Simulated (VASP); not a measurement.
# MgO (F-43m) in VASP: further runs

The runs below take MgO through single point, with HSE06.

All numbers are computed with VASP 6.6.1; they aren't measurements. Logs are shortened: lines on timing, memory, paths and dates and some standing lists are left out, and cuts for length are marked.

**1. The cell of the first run**

The structure is cubic, space group F-43m (No. 216). The conventional cell has a = 4.564 Å, b = 4.564 Å, c = 4.564 Å, α = 90.00°, β = 90.00°, γ = 90.00°. Mg (site symmetry -43m) has 4 O at 1.98 Å within 2.6 Å. Within 2.6 Å of O (site symmetry -43m) lie 4 Mg at 1.98 Å.

**2. Single point, HSE06**

Contents of POSCAR:

```
MgO
1.0
    0.0000000000      2.2820056627      2.2820056627
    2.2820056627      0.0000000000      2.2820056627
    2.2820056627      2.2820056627      0.0000000000
Mg O
1 1
Direct
    0.0000000000      0.0000000000      0.0000000000
    0.2500000000      0.2500000000      0.2500000000
```

Contents of INCAR.step1:

```
  PREC = Accurate
  ENCUT = 520
  EDIFF = 1E-5
  ISMEAR = 0
  SIGMA = 0.01
  LREAL = False
  LASPH = True
  NELM = 100
  ALGO = Normal
  ISIF = 2
  LWAVE = True
  GGA = PE
  NBANDS = 11
```

Contents of INCAR.step2:

```
  PREC = Accurate
  ENCUT = 520
  EDIFF = 1E-7
  ISMEAR = 0
  SIGMA = 0.01
  LREAL = False
  LASPH = True
  NELM = 100
  ALGO = Normal
  ISIF = 2
  LWAVE = False
  LCHARG = True
  GGA = PE
  LHFCALC = True
  HFSCREEN = 0.2079
  PRECFOCK = Normal
  LELF = True
  LVHAR = True
  ISTART = 1
  NBANDS = 11
```

Contents of KPOINTS:

```
regular mesh
0
Gamma
  6 6 6
```

Potentials or basis: VASP PAW PBE potentials, release 64 (Mg, O).

Started as:

```sh
cat potpaw_PBE.64/Mg/POTCAR potpaw_PBE.64/O/POTCAR > POTCAR
cp INCAR.step1 INCAR
mpirun -np 1 vasp_std > vasp.out
cp INCAR.step2 INCAR
mpirun -np 1 vasp_std > vasp.out
```

OUTCAR:

```text
PREC = Accurate
   ENCUT = 520
   EDIFF = 1E-7
   ISMEAR = 0
   LREAL = False
   LASPH = True
   NELM = 100
   ISIF = 2
   GGA = PE
   LHFCALC = True
   HFSCREEN = 0.2079
   PRECFOCK = Normal
   ISTART = 1

 ion  position               nearest neighbor table
   1  0.000  0.000  0.000-   2 1.98   2 1.98   2 1.98   2 1.98
   2  0.250  0.250  0.250-   1 1.98   1 1.98   1 1.98   1 1.98

  LATTYP: Found a face centered cubic cell.
 ALAT       =     4.5640113254

  Lattice vectors:

 A1 = (   0.0000000000,   2.2820056627,   2.2820056627)
 A2 = (   2.2820056627,   0.0000000000,   2.2820056627)
 A3 = (   2.2820056627,   2.2820056627,   0.0000000000)

Analysis of symmetry for initial positions (statically):
=====================================================================
 Subroutine PRICEL returns:
 Original cell was already a primitive cell.

 Routine SETGRP: Setting up the symmetry group for a
 face centered cubic supercell.

 Subroutine GETGRP returns: Found 24 space group operations
 (whereof 24 operations were pure point group operations)
 out of a pool of 48 trial point group operations.

The static configuration has the point symmetry T_d .

Analysis of symmetry for dynamics (positions and initial velocities):
=====================================================================
 Subroutine PRICEL returns:
 Original cell was already a primitive cell.

 Routine SETGRP: Setting up the symmetry group for a
 face centered cubic supercell.

 Subroutine GETGRP returns: Found 24 space group operations
 (whereof 24 operations were pure point group operations)
 out of a pool of 48 trial point group operations.

The dynamic configuration has the point symmetry T_d .

 Subroutine INISYM returns: Found 24 space group operations
 (whereof 24 operations are pure point group operations),
 and found     1 'primitive' translations

----------------------------------------------------------------------------------------

                                     Primitive cell

  volume of cell :      23.7673

  direct lattice vectors                    reciprocal lattice vectors
     0.000000000  2.282005663  2.282005663    -0.219105504  0.219105504  0.219105504
     2.282005663  0.000000000  2.282005663     0.219105504 -0.219105504  0.219105504
     2.282005663  2.282005663  0.000000000     0.219105504  0.219105504 -0.219105504

  length of vectors
     3.227243358  3.227243358  3.227243358     0.379501864  0.379501864  0.379501864

  position of ions in fractional coordinates (direct lattice)
     0.000000000  0.000000000  0.000000000
     0.250000000  0.250000000  0.250000000

  ion indices of the primitive-cell ions
   primitive index   ion index
                 1           1
                 2           2

----------------------------------------------------------------------------------------

 KPOINTS: regular mesh

Automatic generation of k-mesh.
 Grid dimensions read from file:
 generate k-points for:    6    6    6

 Generating k-lattice:

  Cartesian coordinates                     Fractional coordinates (reciprocal lattice)
    -0.036517584  0.036517584  0.036517584     0.166666667  0.000000000  0.000000000
     0.036517584 -0.036517584  0.036517584     0.000000000  0.166666667  0.000000000
     0.036517584  0.036517584 -0.036517584     0.000000000  0.000000000  0.166666667

  Length of vectors
     0.063250311  0.063250311  0.063250311

  Shift w.r.t. Gamma in fractional coordinates (k-lattice)
     0.000000000  0.000000000  0.000000000

 Subroutine IBZKPT returns following result:
 ===========================================

 Found     16 irreducible k-points:

 Following reciprocal coordinates:
            Coordinates               Weight
  0.000000  0.000000  0.000000      1.000000
  0.166667  0.000000  0.000000      8.000000
  0.333333  0.000000  0.000000      8.000000
  0.500000  0.000000  0.000000      4.000000
  0.166667  0.166667  0.000000      6.000000
  0.333333  0.166667  0.000000     24.000000
[... 8 lines left out ...]
 -0.333333  0.333333  0.166667     24.000000
 -0.333333  0.500000  0.166667     12.000000
   k-points           NKPTS =     16   k-points in BZ     NKDIM =    216   number of bands    NBANDS=     11
   number of dos      NEDOS =    301   number of ions     NIONS =      2
   total plane-waves  NPLWV =  13824
   dimension x,y,z NGX =    24 NGY =   24 NGZ =   24
   dimension x,y,z NGXF=    48 NGYF=   48 NGZF=   48
   ions per type =               1   1
   NGX,Y,Z   is equivalent  to a cutoff of  12.36, 12.36, 12.36 a.u.
   NGXF,Y,Z  is equivalent  to a cutoff of  24.73, 24.73, 24.73 a.u.
 SYSTEM =  unknown system
   PREC   = accura    normal or accurate (medium, high low for compatibility)
   ISTART =      1    job   : 0-new  1-cont  2-samecut
   ICHARG =      0    charge: 1-file 2-atom 10-const
   ISPIN  =      1    spin polarized calculation?
   LNONCOLLINEAR =      F non collinear calculations
   LSORBIT =      F    spin-orbit coupling
   LASPH  =      T    aspherical Exc in radial PAW
   ENCUT  =  520.0 eV  38.22 Ry    6.18 a.u.   6.00  6.00  6.00*2*pi/ulx,y,z
   NELM   =    100;   NELMIN=  2; NELMDL=  0     # of ELM steps
   EDIFF  = 0.1E-06   stopping-criterion for ELM
   LREAL  =      F    real-space projection
   EDIFFG = 0.1E-05   stopping-criterion for IOM
   NSW    =      0    number of steps for IOM
   IBRION =     -1    ionic relax: 0-MD 1-quasi-New 2-CG
   NFREE  =      0    steps in history (QN), initial steepest desc. (CG)
   ISIF   =      2    stress and relaxation
   ISYM   =      3    0-nonsym 1-usesym 2-fastsym
   POTIM  = 0.5000    time-step for ionic-motion
   TEBEG  =    0.0;   TEEND  =   0.0 temperature during run
   PSTRESS=    0.0 pullay stress
   NELECT =       8.0000    total number of electrons
   NUPDOWN=      -1.0000    fix difference up-down
   EMIN   =  10.00;   EMAX   =-10.00  energy-range for DOS
   EFERMI =   0.00;   METHOD = LEGACY
   ISMEAR =     0;   SIGMA  =   0.01  broadening in eV -4-tet -1-fermi 0-gaus
   EFERMI_NEDOS =   21; number of points for ismear=-14 and -15
   IALGO  =     38    algorithm
   IMIX   =      1    mixing-type and parameters
     AMIX     =   0.40;   BMIX     =  1.00
     AMIX_MAG =   1.60;   BMIX_MAG =  1.00
  volume/ion in A,a.u.               =      11.88        80.19
  Fermi-wavevector in a.u.,A,eV,Ry     =   1.138793  2.152007 17.644708  1.296849
  Thomas-Fermi vector in A             =   2.275497
   LORBIT       =      0    0 simple, 1 ext, 2 COOP (PROOUT), +10 PAW based schemes
   GGA     = PE    functional components
   LHFCALC =     T    Hartree Fock is set to
   PRECFOCK=normal    Normal, Fast or Accurate (Low or Medium for compatibility)
   ENCUT4O =  -1.0   cutoff for four orbital integrals eV
   NKREDX  =     1    reduce k-point grid by
   NKREDY  =     1    reduce k-point grid by
   NKREDZ  =     1    reduce k-point grid by
   AEXX    =    0.2500 exact exchange contribution
   HFSCREEN=    0.2079 screening length (either q_TF or 0.3 A-1)
   HFSCREENC=   0.2079 screening length for correlation (either q_TF or 0.3 A-1)
   ENCUTFOCK=  -1.0 apply spherical cutoff to Coloumb kernel
   IVDW    =     0    specifies the selected vdW correction
   LEPSILON=     F    determine dielectric tensor
   LRPA    =     F    only Hartree local field effects (RPA)
 non-spin polarized calculation
 Gauss-broadening in eV      SIGMA  =   0.01
  energy-cutoff  :      520.00
  volume of cell :       23.77
 maximum number of plane-waves:       650
  NGX = 20; NGY = 20; NGZ = 20

 number of electron       8.0000007 magnetization

 Free energy of the ion-electron system (eV)
  ---------------------------------------------------
  ext. energy  EPLUGINS =         0.00000000
  ---------------------------------------------------
  free energy    TOTEN  =       -13.94064686 eV

  energy without entropy =      -13.94064686  energy(sigma->0) =      -13.94064686

 E-fermi :  -0.3982     XC(G=0):  -8.0124

 val. band max:       -0.4516646401   @ k =   0.0000   0.0000   0.0000
 cond. band min:       4.7891507879   @ k =   0.0000   0.0000   0.0000
 fundamental gap:      5.2408154280
 Fermi energy:        -0.3981741242

 k-point     1 :       0.0000    0.0000    0.0000
  band No.  band energies     occupation
      1     -17.8291      2.00000
      2      -0.4517      2.00000
      3      -0.4517      2.00000
      4      -0.4517      2.00000
      5       4.7892      0.00000
      6      18.3564      0.00000
      7      18.3564      0.00000
      8      18.3564      0.00000
      9      21.9414      0.00000
     10      21.9414      0.00000
     11      22.0394      0.00000

 k-point     2 :       0.1667    0.0000    0.0000
  band No.  band energies     occupation
      1     -17.6637      2.00000
      2      -1.5332      2.00000
      3      -0.5058      2.00000
      4      -0.5058      2.00000
      5       6.1116      0.00000
      6      16.2662      0.00000
      7      18.0504      0.00000
      8      18.0504      0.00000
      9      20.2508      0.00000
     10      20.2508      0.00000
     11      21.0340      0.00000

 k-point     3 :       0.3333    0.0000    0.0000
  band No.  band energies     occupation
      1     -17.3129      2.00000
      2      -3.0506      2.00000
      3      -0.6108      2.00000
      4      -0.6108      2.00000
      5       8.3529      0.00000
      6      13.2409      0.00000
      7      16.6488      0.00000
      8      16.6488      0.00000
      9      20.8715      0.00000
     10      21.8939      0.00000
     11      21.8939      0.00000
[... 155 lines left out ...]
 k-point    15 :      -0.3333    0.3333    0.1667
  band No.  band energies     occupation
      1     -16.9669      2.00000
      2      -2.8283      2.00000
      3      -1.9088      2.00000
      4      -1.1315      2.00000
      5       9.4152      0.00000
      6      12.3802      0.00000
      7      14.9049      0.00000
      8      16.6223      0.00000
      9      21.4690      0.00000
     10      22.3621      0.00000
     11      27.2539      0.00000

 k-point    16 :      -0.3333    0.5000    0.1667
  band No.  band energies     occupation
      1     -16.9134      2.00000
      2      -2.7232      2.00000
      3      -1.7841      2.00000
      4      -1.4901      2.00000
      5       8.5142      0.00000
      6      13.0416      0.00000
      7      15.6780      0.00000
      8      16.1597      0.00000
      9      20.1948      0.00000
     10      24.4921      0.00000
     11      25.7485      0.00000

------------------------ aborting loop because EDIFF is reached ----------------------------------------

  FORCE on cell =-STRESS in cart. coord.  units (eV):
  Direction    XX          YY          ZZ          XY          YZ          ZX
  --------------------------------------------------------------------------------------
  -------------------------------------------------------------------------------------
  Total       -0.0140097     -0.0140097     -0.0140097     -0.0000000     -0.0000000     -0.0000000
  in kB       -0.9444095     -0.9444095     -0.9444095     -0.0000000     -0.0000000     -0.0000000
  external PRESSURE =      -0.9444095 kB  Pullay stress =       0.0000000 kB

 VOLUME and BASIS-vectors are now :
 -----------------------------------------------------------------------------
  energy-cutoff  :      520.00
  volume of cell :       23.77
      direct lattice vectors                 reciprocal lattice vectors
     0.000000000  2.282005663  2.282005663    -0.219105504  0.219105504  0.219105504
     2.282005663  0.000000000  2.282005663     0.219105504 -0.219105504  0.219105504
     2.282005663  2.282005663  0.000000000     0.219105504  0.219105504 -0.219105504

 POSITION                                       TOTAL-FORCE (eV/Angst)
 -----------------------------------------------------------------------------------
      0.00000      0.00000      0.00000        -0.000000     -0.000000     -0.000000
      1.14100      1.14100      1.14100         0.000000      0.000000      0.000000
 -----------------------------------------------------------------------------------
    total drift:                                0.000001      0.000001      0.000001

  FREE ENERGIE OF THE ION-ELECTRON SYSTEM (eV)
  ---------------------------------------------------
  free  energy   TOTEN  =       -13.9406468569 eV

  energy  without entropy=      -13.9406468569  energy(sigma->0) =      -13.94064686
```

Run time: 15 min. Hardware: 1 thread of Intel Xeon 8259CL, shared host; peak memory 0.25 GiB.

Results:

| Property | Result |
| --- | --- |
| Free energy | -13.9406 eV |
| Pressure | -0.1 GPa |
| Band gap on the k mesh | 5.24 eV |

Caveat: the structure was generated, so it needn't be the stable form of MgO; the PAW data sets were made with another functional, which shifts forces and pressure a little.

**3. Single point, HSE06 (strain +0.5%)**

Contents of POSCAR:

```
MgO
1.0
    0.0000000000      2.2934156910      2.2934156910
    2.2934156910      0.0000000000      2.2934156910
    2.2934156910      2.2934156910      0.0000000000
Mg O
1 1
Direct
    0.0000000000      0.0000000000      0.0000000000
    0.2500000000      0.2500000000      0.2500000000
```

Contents of INCAR.step1:

```
SYSTEM = MgO
PREC     = Accurate       ! precision mode
ENCUT    = 520            ! plane-wave cutoff, eV
EDIFF    = 1E-5           ! SCF threshold, eV
ISMEAR   = 0              ! smearing method
SIGMA    = 0.01           ! smearing width, eV
LREAL    = .FALSE.        ! projectors in reciprocal space
LASPH    = .TRUE.         ! aspherical terms in the spheres
NELM     = 80             ! most SCF steps
ALGO     = Normal         ! electronic algorithm
ISIF     = 2              ! what is computed and relaxed
LWAVE    = .TRUE.         ! write WAVECAR
LCHARG   = .FALSE.        ! write CHGCAR
GGA      = PE             ! functional
NBANDS   = 11             ! bands
```

Contents of INCAR.step2:

```
SYSTEM = MgO
PREC     = Accurate       ! precision mode
ENCUT    = 520            ! plane-wave cutoff, eV
EDIFF    = 1E-6           ! SCF threshold, eV
ISMEAR   = 0              ! smearing method
SIGMA    = 0.01           ! smearing width, eV
LREAL    = .FALSE.        ! projectors in reciprocal space
LASPH    = .TRUE.         ! aspherical terms in the spheres
NELM     = 80             ! most SCF steps
ALGO     = Normal         ! electronic algorithm
ISIF     = 2              ! what is computed and relaxed
LWAVE    = .FALSE.        ! write WAVECAR
LCHARG   = .FALSE.        ! write CHGCAR
GGA      = PE             ! functional
LHFCALC  = .TRUE.         ! exact exchange
HFSCREEN = 0.2079         ! screening, 1/A
PRECFOCK = Normal       
ISTART   = 1            
NBANDS   = 11             ! bands
```

Contents of KPOINTS:

```
Automatic mesh
0
G
  6 6 6
  0 0 0
```

Potentials or basis: VASP PAW PBE potentials, release 64 (Mg, O).

Started as:

```sh
cat potpaw_PBE.64/Mg/POTCAR potpaw_PBE.64/O/POTCAR > POTCAR
cp INCAR.step1 INCAR
mpirun -np 1 vasp_std > vasp.out
cp INCAR.step2 INCAR
mpirun -np 1 vasp_std > vasp.out
```

Run time: 12 min. Hardware: 1 thread of Intel Xeon 8259CL, shared host; peak memory 0.26 GiB.

Results (log left out):

- Free energy: -13.9387 eV
- Pressure: -2.0 GPa
- Band gap on the k mesh: 5.15 eV

Levels at points of the mesh, in eV from the valence-band top:
```csv
k point,band 1,band 2,band 3,band 4,band 5,band 6,band 7,band 8
"(0.00, 0.00, 0.00)",-17.33,0.00,0.00,0.00,5.15,18.63,18.63,18.63
"(0.50, 0.00, 0.00)",-16.65,-3.18,-0.21,-0.21,10.48,11.48,16.40,16.40
"(0.50, 0.50, 0.00)",-16.45,-2.65,-0.81,-0.81,7.85,13.33,16.06,18.69
```

Caveat: the cell differs from its parent crystal (strain +0.5%); the structure was generated, so it needn't be the stable form of MgO; the PAW data sets were made with another functional, which shifts forces and pressure a little.

**4. Single point, HSE06 (strain +3.0%)**

Contents of POSCAR:

```
MgO
1.0
    0.0000000000      2.3504658326      2.3504658326
    2.3504658326      0.0000000000      2.3504658326
    2.3504658326      2.3504658326      0.0000000000
Mg O
1 1
Direct
    0.0000000000      0.0000000000      0.0000000000
    0.2500000000      0.2500000000      0.2500000000
```

Contents of INCAR.step1:

```
SYSTEM = MgO
  PREC = Accurate
  ENCUT = 520
  EDIFF = 1E-5
  ISMEAR = 0
  SIGMA = 0.01
  LREAL = .False.
  LASPH = .True.
  NELM = 100
  ALGO = Normal
  ISIF = 2
  LWAVE = .True.
  LCHARG = .False.
  NBANDS = 11
  GGA = PE
```

Contents of INCAR.step2:

```
SYSTEM = MgO
  PREC = Accurate
  ENCUT = 520
  EDIFF = 1E-6
  ISMEAR = 0
  SIGMA = 0.01
  LREAL = .False.
  LASPH = .True.
  NELM = 100
  ALGO = Normal
  ISIF = 2
  LWAVE = .False.
  LCHARG = .False.
  GGA = PE
  LHFCALC = .True.
  HFSCREEN = 0.2079
  PRECFOCK = Normal
  NBANDS = 11
  ISTART = 1
```

Contents of KPOINTS:

```
Automatic mesh
0
Gamma
  6 6 6
  0 0 0
```

Started as:

```sh
cat potpaw_PBE.64/Mg/POTCAR potpaw_PBE.64/O/POTCAR > POTCAR
cp INCAR.step1 INCAR
mpirun -np 1 vasp_std > vasp.out
cp INCAR.step2 INCAR
mpirun -np 1 vasp_std > vasp.out
```

Wall time 17 min (1 thread of Intel Xeon 8259CL, shared host); peak memory 0.28 GiB.

The run converged. Its results:

```
Free energy            : -13.8711 eV
Pressure               : -9.6 GPa
Band gap on the k mesh : 4.70 eV
```

Levels at points of the mesh, in eV from the valence-band top:
```
           k point  band 1  band 2  band 3  band 4  band 5  band 6  band 7  band 8
(0.00, 0.00, 0.00)  -17.13    0.00    0.00    0.00    4.70   17.79   17.79   17.79
(0.50, 0.00, 0.00)  -16.56   -2.98   -0.21   -0.21    9.91   10.89   15.80   15.80
(0.50, 0.50, 0.00)  -16.38   -2.48   -0.77   -0.77    7.63   12.90   14.96   17.76
```

Caveat: the cell differs from its parent crystal (strain +3.0%); the cell stands under tension; the structure was generated, so it needn't be the stable form of MgO; the PAW data sets were made with another functional, which shifts forces and pressure a little.

**5. Overview**

| cell | gap on the mesh (eV) | pressure (GPa) |
| --- | --- | --- |
| a = 3.227 Å, angles 60.0°, 2 atoms | 5.24 | -0.1 |
| a = 3.243 Å, angles 60.0°, 2 atoms | 5.15 | -2.0 |
| a = 3.324 Å, angles 60.0°, 2 atoms | 4.70 | -9.6 |

Alike in all rows: task single point; level HSE06; potentials or basis VASP PAW PBE potentials, release 64 (Mg, O); no spin polarisation; k mesh 6 × 6 × 6; cutoff (eV) 520; smearing gaussian 0.01 eV.

Caveats: the structure was generated, so it needn't be the stable form of MgO; the PAW data sets were made with another functional, which shifts forces and pressure a little; the cell stands under tension (at least some runs).

Absolute energies hang on the potentials; compare differences alone.
